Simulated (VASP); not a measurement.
The system is KF (Carobbiite).

```
K F
1.0
     0.00000    2.65896    2.65896
     2.65896    0.00000    2.65896
     2.65896    2.65896    0.00000
K F
1 1
Cartesian
  0.0000 0.0000 0.0000
  2.6590 2.6590 2.6590
```

Base run:

| Property | Result |
| --- | --- |
| Program | VASP 6.6.1 |
| Functional | r2SCAN |
| Potentials or basis | VASP PAW PBE potentials, release 64 (K_sv, F) |
| Cutoff | 520 eV |
| k mesh | 6 × 6 × 6 |
| Occupations | gaussian, width 0.01 eV |
| Spin | no spin polarisation |

Its results: band gap on the k mesh 6.91 eV, direct; pressure 0.0 GPa.

Task: The run is repeated on the same cell with these changes: functional from r2SCAN to PBE. What comes out?

Result: Band gap on the k mesh 6.24 eV, direct; pressure 2.0 GPa.

r2SCAN gives the wider gap, since meta-GGAs in the generalised Kohn-Sham scheme recover part of the derivative discontinuity.

Caveats: the PAW data sets were made with another functional, which shifts forces and pressure a little (some runs).

